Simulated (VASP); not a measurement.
# Na2GaCl3 (Immm) in VASP: single point with PBE

Aim: the single point of Na2GaCl3 with PBE.

All numbers are computed with VASP 6.6.1; they aren't measurements. Logs are shortened: lines on timing, memory, paths and dates and some standing lists are left out, and cuts for length are marked.

### Step 1. The cell of the first run

It takes space group Immm (No. 71, orthorhombic). The conventional cell has a = 4.107 Å, b = 5.869 Å, c = 12.471 Å, α = 90.00°, β = 90.00°, γ = 90.00°. Na (site symmetry mm2) has 6 Cl at 2.83 to 2.94 Å within 3.7 Å. Within 3.9 Å of Ga (site symmetry mmm) lie 6 Cl at 2.93 to 3.03 Å. Cl (site symmetry mmm) has 4 Na at 2.91 Å and 2 Ga at 2.93 Å within 3.8 Å. Cl (site symmetry mm2) has 4 Na at 2.83 to 2.94 Å and 2 Ga at 3.03 Å within 3.7 Å.

### Step 2. Single point, PBE

The input, INCAR:

```
SYSTEM = Na2GaCl3
  PREC = Accurate
  ENCUT = 520
  EDIFF = 1E-6
  ISMEAR = 0
  SIGMA = 0.01
  LREAL = .FALSE.
  LASPH = .TRUE.
  NELM = 80
  ALGO = Normal
  ISIF = 2
  LWAVE = .FALSE.
  LCHARG = .FALSE.
  GGA = PE
  NBANDS = 33
```

The input, KPOINTS:

```
Automatic mesh
0
G
  8 8 8
  0 0 0
```

The input, POSCAR:

```
Na2GaCl3
1.0
   -2.0533727516      2.9346613780      6.2354404057
    2.0533727516     -2.9346613780      6.2354404057
    2.0533727516      2.9346613780     -6.2354404057
Na Ga Cl
2 1 3
Direct
    0.1658508291      0.1658508291      0.0000000000
    0.8341491709      0.8341491709      0.0000000000
    0.5000000000      0.5000000000      0.0000000000
    0.0000000000      0.5000000000      0.5000000000
    0.3214777596      0.8214777596      0.5000000000
    0.6785222404      0.1785222404      0.5000000000
```

Potentials or basis: VASP PAW PBE potentials, release 64 (Na_pv, Ga_d, Cl).

The run is started by

```bash
$ cat potpaw_PBE.64/Na_pv/POTCAR potpaw_PBE.64/Ga_d/POTCAR potpaw_PBE.64/Cl/POTCAR > POTCAR
$ mpirun -np 1 vasp_std > vasp.out
```

OUTCAR:

```text
SYSTEM = Na2GaCl3
   PREC = Accurate
   ENCUT = 520
   EDIFF = 1E-6
   ISMEAR = 0
   LREAL = .FALSE.
   LASPH = .TRUE.
   NELM = 80
   ISIF = 2
   GGA = PE

 ion  position               nearest neighbor table
   1  0.166  0.166  0.000-
   2  0.834  0.834  0.000-
   3  0.500  0.500  0.000-
   4  0.000  0.500  0.500-
   5  0.321  0.821  0.500-
   6  0.679  0.179  0.500-

  LATTYP: Found a body centered orthorhombic cell.
 ALAT       =     4.1067455032
 B/A-ratio  =     1.4291907671
 C/A-ratio  =     3.0366821615

  Lattice vectors:

 A1 = (  -2.0533727516,   2.9346613780,   6.2354404057)
 A2 = (   2.0533727516,  -2.9346613780,   6.2354404057)
 A3 = (   2.0533727516,   2.9346613780,  -6.2354404057)

Analysis of symmetry for initial positions (statically):
=====================================================================
 Subroutine PRICEL returns:
 Original cell was already a primitive cell.

 Routine SETGRP: Setting up the symmetry group for a
 body centered orthorhombic supercell.

 Subroutine GETGRP returns: Found  8 space group operations
 (whereof  8 operations were pure point group operations)
 out of a pool of  8 trial point group operations.

The static configuration has the point symmetry D_2h.

Analysis of symmetry for dynamics (positions and initial velocities):
=====================================================================
 Subroutine PRICEL returns:
 Original cell was already a primitive cell.

 Routine SETGRP: Setting up the symmetry group for a
 body centered orthorhombic supercell.

 Subroutine GETGRP returns: Found  8 space group operations
 (whereof  8 operations were pure point group operations)
 out of a pool of  8 trial point group operations.

The dynamic configuration has the point symmetry D_2h.

 Subroutine INISYM returns: Found  8 space group operations
 (whereof  8 operations are pure point group operations),
 and found     1 'primitive' translations

----------------------------------------------------------------------------------------

                                     Primitive cell

  volume of cell :     150.2979

  direct lattice vectors                    reciprocal lattice vectors
    -2.053372752  2.934661378  6.235440406     0.000000000  0.170377408  0.080186798
     2.053372752 -2.934661378  6.235440406     0.243501819  0.000000000  0.080186798
     2.053372752  2.934661378 -6.235440406     0.243501819  0.170377408  0.000000000

  length of vectors
     7.190917474  7.190917474  7.190917474     0.188303967  0.256365088  0.297189497

  position of ions in fractional coordinates (direct lattice)
     0.165850829  0.165850829  0.000000000
     0.834149171  0.834149171  0.000000000
     0.500000000  0.500000000  0.000000000
     0.000000000  0.500000000  0.500000000
     0.321477760  0.821477760  0.500000000
     0.678522240  0.178522240  0.500000000

  ion indices of the primitive-cell ions
   primitive index   ion index
                 1           1
                 2           2
                 3           3
                 4           4
                 5           5
                 6           6

----------------------------------------------------------------------------------------

 KPOINTS: Automatic mesh

Automatic generation of k-mesh.
 Grid dimensions read from file:
 generate k-points for:    8    8    8

 Generating k-lattice:

  Cartesian coordinates                     Fractional coordinates (reciprocal lattice)
     0.000000000  0.021297176  0.010023350     0.125000000  0.000000000  0.000000000
     0.030437727  0.000000000  0.010023350     0.000000000  0.125000000  0.000000000
     0.030437727  0.021297176  0.000000000     0.000000000  0.000000000  0.125000000

  Length of vectors
     0.023537996  0.032045636  0.037148687

  Shift w.r.t. Gamma in fractional coordinates (k-lattice)
     0.000000000  0.000000000  0.000000000

 Subroutine IBZKPT returns following result:
 ===========================================

 Found     95 irreducible k-points:

 Following reciprocal coordinates:
            Coordinates               Weight
  0.000000  0.000000  0.000000      1.000000
  0.125000  0.000000  0.000000      4.000000
  0.250000  0.000000  0.000000      4.000000
  0.375000 -0.000000  0.000000      4.000000
  0.500000  0.000000  0.000000      2.000000
  0.000000  0.125000  0.000000      4.000000
[... 16 lines left out ...]
  0.125000  0.375000  0.000000      8.000000
  0.250000  0.375000  0.000000      8.000000
 [... further k-points ...]
   k-points           NKPTS =     95   k-points in BZ     NKDIM =     95   number of bands    NBANDS=     33
   number of dos      NEDOS =    301   number of ions     NIONS =      6
   total plane-waves  NPLWV = 157464
   dimension x,y,z NGX =    54 NGY =   54 NGZ =   54
   dimension x,y,z NGXF=   108 NGYF=  108 NGZF=  108
   ions per type =               2   1   3
   NGX,Y,Z   is equivalent  to a cutoff of  12.48, 12.48, 12.48 a.u.
   NGXF,Y,Z  is equivalent  to a cutoff of  24.97, 24.97, 24.97 a.u.
 SYSTEM =  Na2GaCl3
   PREC   = accura    normal or accurate (medium, high low for compatibility)
   ISTART =      0    job   : 0-new  1-cont  2-samecut
   ICHARG =      2    charge: 1-file 2-atom 10-const
   ISPIN  =      1    spin polarized calculation?
   LNONCOLLINEAR =      F non collinear calculations
   LSORBIT =      F    spin-orbit coupling
   LASPH  =      T    aspherical Exc in radial PAW
   ENCUT  =  520.0 eV  38.22 Ry    6.18 a.u.  13.37 13.37 13.37*2*pi/ulx,y,z
   NELM   =     80;   NELMIN=  2; NELMDL= -5     # of ELM steps
   EDIFF  = 0.1E-05   stopping-criterion for ELM
   LREAL  =      F    real-space projection
   EDIFFG = 0.1E-04   stopping-criterion for IOM
   NSW    =      0    number of steps for IOM
   IBRION =     -1    ionic relax: 0-MD 1-quasi-New 2-CG
   NFREE  =      0    steps in history (QN), initial steepest desc. (CG)
   ISIF   =      2    stress and relaxation
   ISYM   =      2    0-nonsym 1-usesym 2-fastsym
   POTIM  = 0.5000    time-step for ionic-motion
   TEBEG  =    0.0;   TEEND  =   0.0 temperature during run
   PSTRESS=    0.0 pullay stress
   NELECT =      48.0000    total number of electrons
   NUPDOWN=      -1.0000    fix difference up-down
   EMIN   =  10.00;   EMAX   =-10.00  energy-range for DOS
   EFERMI =   0.00;   METHOD = LEGACY
   ISMEAR =     0;   SIGMA  =   0.01  broadening in eV -4-tet -1-fermi 0-gaus
   EFERMI_NEDOS =   21; number of points for ismear=-14 and -15
   IALGO  =     38    algorithm
   IMIX   =      4    mixing-type and parameters
     AMIX     =   0.40;   BMIX     =  1.00
     AMIX_MAG =   1.60;   BMIX_MAG =  1.00
  volume/ion in A,a.u.               =      25.05       169.04
  Fermi-wavevector in a.u.,A,eV,Ry     =   1.119019  2.114640 17.037275  1.252204
  Thomas-Fermi vector in A             =   2.255655
   LORBIT       =      0    0 simple, 1 ext, 2 COOP (PROOUT), +10 PAW based schemes
   GGA     = PE    functional components
   LHFCALC =     F    Hartree Fock is set to
   AEXX    =    0.0000 exact exchange contribution
   IVDW    =     0    specifies the selected vdW correction
   LEPSILON=     F    determine dielectric tensor
   LRPA    =     F    only Hartree local field effects (RPA)
 non-spin polarized calculation
 Gauss-broadening in eV      SIGMA  =   0.01
  energy-cutoff  :      520.00
  volume of cell :      150.30
 maximum number of plane-waves:      4070
 NGX is ok and might be reduce to    54
   NGX = 27   NGY = 27   NGZ = 27

 number of electron      47.9999991 magnetization

 Free energy of the ion-electron system (eV)
  ---------------------------------------------------
  ext. energy  EPLUGINS =         0.00000000
  ---------------------------------------------------
  free energy    TOTEN  =       -19.61637364 eV

  energy without entropy =      -19.61637364  energy(sigma->0) =      -19.61637364

 E-fermi :   0.9519     XC(G=0):  -8.1164

 val. band max:        0.8992286549   @ k =   0.3750   0.1250   0.1250
 cond. band min:       4.0870652519   @ k =   0.5000   0.5000   0.0000
 fundamental gap:      3.1878365971
 Fermi energy:         0.9519399743

 k-point     1 :       0.0000    0.0000    0.0000
  band No.  band energies     occupation
      1     -21.8439      2.00000
      2     -21.8418      2.00000
      3     -21.8360      2.00000
      4     -21.8359      2.00000
      5     -21.8312      2.00000
      6     -21.8293      2.00000
[... 25 lines left out ...]
     32       9.9308      0.00000
     33       9.9594      0.00000

 k-point     2 :       0.1250    0.0000    0.0000
  band No.  band energies     occupation
      1     -21.8440      2.00000
      2     -21.8421      2.00000
      3     -21.8360      2.00000
      4     -21.8357      2.00000
      5     -21.8311      2.00000
      6     -21.8293      2.00000
[... 25 lines left out ...]
     32       9.6465      0.00000
     33       9.9093      0.00000

 k-point     3 :       0.2500    0.0000    0.0000
  band No.  band energies     occupation
      1     -21.8445      2.00000
      2     -21.8426      2.00000
      3     -21.8364      2.00000
      4     -21.8352      2.00000
      5     -21.8309      2.00000
      6     -21.8295      2.00000
[... 25 lines left out ...]
     32       9.1058      0.00000
     33       9.6314      0.00000

 k-point     4 :       0.3750   -0.0000    0.0000
  band No.  band energies     occupation
      1     -21.8450      2.00000
      2     -21.8428      2.00000
      3     -21.8367      2.00000
      4     -21.8347      2.00000
      5     -21.8307      2.00000
      6     -21.8298      2.00000
[... 673 lines left out ...]
     32       8.8675      0.00000
     33       9.5713      0.00000

 k-point    23 :       0.1250    0.3750    0.0000
  band No.  band energies     occupation
      1     -21.8411      2.00000
      2     -21.8410      2.00000
      3     -21.8394      2.00000
      4     -21.8371      2.00000
      5     -21.8361      2.00000
      6     -21.8348      2.00000
[... 25 lines left out ...]
     32       8.7835      0.00000
     33       9.4166      0.00000

 k-point    24 :       0.2500    0.3750    0.0000
  band No.  band energies     occupation
      1     -21.8423      2.00000
      2     -21.8415      2.00000
      3     -21.8398      2.00000
      4     -21.8365      2.00000
      5     -21.8353      2.00000
      6     -21.8349      2.00000
[... 25 lines left out ...]
     32       8.6951      0.00000
     33       9.3038      0.00000

 [... further k-points ...]

------------------------ aborting loop because EDIFF is reached ----------------------------------------

  FORCE on cell =-STRESS in cart. coord.  units (eV):
  Direction    XX          YY          ZZ          XY          YZ          ZX
  --------------------------------------------------------------------------------------
  -------------------------------------------------------------------------------------
  Total       -0.0281399     -0.0286830     -0.0286557      0.0000000      0.0000000      0.0000000
  in kB       -0.2999712     -0.3057608     -0.3054699      0.0000000      0.0000000      0.0000000
  external PRESSURE =      -0.3037339 kB  Pullay stress =       0.0000000 kB

 VOLUME and BASIS-vectors are now :
 -----------------------------------------------------------------------------
  energy-cutoff  :      520.00
  volume of cell :      150.30
      direct lattice vectors                 reciprocal lattice vectors
    -2.053372752  2.934661378  6.235440406     0.000000000  0.170377408  0.080186798
     2.053372752 -2.934661378  6.235440406     0.243501819  0.000000000  0.080186798
     2.053372752  2.934661378 -6.235440406     0.243501819  0.170377408  0.000000000

 POSITION                                       TOTAL-FORCE (eV/Angst)
 -----------------------------------------------------------------------------------
      0.00000      0.00000      2.06831        -0.000000     -0.000000     -0.000621
      0.00000      0.00000     10.40257         0.000000      0.000000      0.000621
      0.00000      0.00000      6.23544        -0.000000      0.000000     -0.000000
      2.05337      0.00000      0.00000        -0.000000      0.000000     -0.000000
      2.05337     -0.00000      4.00911         0.000000     -0.000000      0.000813
      0.00000      2.93466      2.22633        -0.000000      0.000000     -0.000813
 -----------------------------------------------------------------------------------
    total drift:                                0.000000      0.000000     -0.000000

  FREE ENERGIE OF THE ION-ELECTRON SYSTEM (eV)
  ---------------------------------------------------
  free  energy   TOTEN  =       -19.6163736388 eV

  energy  without entropy=      -19.6163736388  energy(sigma->0) =      -19.61637364
```

Run time: 39 min. Hardware: 1 thread of Intel Xeon 8259CL, shared host; peak memory 0.64 GiB.

What came out:

```yaml
Free_energy: -19.6164 eV
Pressure: 0.0 GPa
Band_gap_on_the_k_mesh: 3.19 eV (least direct gap 3.25 eV)
```

Levels at points of the mesh, in eV from the valence-band top:
| k point | band 20 | band 21 | band 22 | band 23 | band 24 | band 25 | band 26 | band 27 | band 28 | band 29 |
| --- | --- | --- | --- | --- | --- | --- | --- | --- | --- | --- |
| (0.00, 0.00, 0.00) | -2.16 | -1.92 | -1.86 | -1.82 | -1.24 | 4.21 | 4.35 | 5.44 | 5.59 | 6.51 |
| (0.50, 0.00, 0.00) | -2.15 | -2.13 | -2.04 | -2.00 | -0.06 | 3.28 | 3.56 | 5.11 | 6.08 | 6.52 |
| (0.00, 0.50, 0.00) | -2.36 | -2.31 | -2.30 | -2.26 | -1.20 | 3.78 | 4.85 | 5.84 | 5.86 | 6.14 |
| (0.50, 0.50, 0.00) | -2.52 | -2.20 | -2.05 | -2.02 | -0.07 | 3.19 | 3.78 | 4.55 | 6.86 | 7.05 |
| (0.50, 0.50, 0.50) | -2.43 | -2.00 | -1.97 | -1.83 | -0.93 | 3.50 | 5.13 | 5.39 | 5.68 | 6.24 |

A k mesh can miss the band edges.
